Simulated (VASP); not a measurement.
# Be5Ge: relaxation of cell and atoms with PBEsol

Be5Ge:

```xyz
6
Lattice="4.4063 0.0000 0.0000 -2.2031 3.8159 0.0000 0.0000 0.0000 3.5899" Properties=species:S:1:pos:R:3 pbc="T T T"
Be    0.0000    2.5440    0.0000
Be    2.2031    1.2720    0.0000
Be    2.2031    0.0000    1.7950
Be    1.1016    1.9080    1.7950
Be   -1.1016    1.9080    1.7950
Ge    0.0000    0.0000    0.0000
```

```
Program                : VASP 6.6.1
Task                   : relaxation of cell and atoms
Functional             : PBEsol
Potentials or basis    : VASP PAW PBE potentials, release 64 (Be, Ge_d)
Cutoff                 : 600 eV
k mesh                 : 9 × 9 × 10
Occupations            : fermi-dirac, width 0.15 eV
Spin                   : no spin polarisation
Dipole correction      : no
Further INCAR settings : ALGO = Fast; EDIFF = 1e-07; IBRION = 2; EDIFFG = -0.001; NSW = 80; ISIF = 3
```

```
Relaxed volume                         : 10.11 Å³/atom
Relaxed cell                           : a = 4.411 Å, b = 4.411 Å, c = 3.599 Å, α = 90.00°, β = 90.00°, γ = 120.00°
Space group after relaxing (to 0.05 Å) : P6/mmm (No. 191)
Energy gained by relaxing              : 0.1 meV/atom
Ionic steps                            : 10
Pressure after relaxing                : 0.0 GPa
Band gap on the k mesh                 : zero (band 12 reaches 7.70 eV, above the bottom of band 13 at 4.57 eV)
```

Step by step:
```tsv
step	energy change (eV)	largest force (eV/Å)	pressure (GPa)	volume (Å³)
1	0.0000	0.0000	0.41	60.36
2	-0.0004	0.0000	0.11	60.59
3	-0.0003	0.0000	-0.16	60.76
4	-0.0004	0.0000	-0.06	60.67
5	-0.0004	0.0000	0.00	60.65
6	-0.0004	0.0000	-0.03	60.65
7	-0.0004	0.0000	-0.03	60.65
8	-0.0004	0.0000	-0.02	60.64
9	-0.0004	0.0000	-0.02	60.64
10	-0.0004	0.0000	-0.01	60.64
```

Final structure:
```
CELL_PARAMETERS angstrom
4.41073 0.00000 0.00000
-2.20536 3.81980 0.00000
0.00000 0.00000 3.59942
ATOMIC_POSITIONS crystal
Be 0.33333 0.66667 0.00000
Be 0.66667 0.33333 0.00000
Be 0.50000 0.00000 0.50000
Be 0.50000 0.50000 0.50000
Be 0.00000 0.50000 0.50000
Ge 0.00000 0.00000 0.00000
```

Levels at points of the mesh, in eV from the Fermi level:
| k point | band 10 | band 11 | band 12 | band 13 | band 14 | band 15 |
| --- | --- | --- | --- | --- | --- | --- |
| (0.00, 0.00, 0.00) | -3.54 | -3.13 | -1.99 | -1.99 | 1.87 | 4.83 |
| (0.00, 0.00, 0.50) | -1.59 | -1.41 | -1.41 | -0.99 | -0.14 | -0.14 |

Wall time 4.8 min on 1 thread of Intel(R) Xeon(R) 6975P-C (Granite Rapids), on a shared host, peak memory 0.25 GiB.

Caveat: the PAW data sets were made with another functional, which shifts forces and pressure a little.
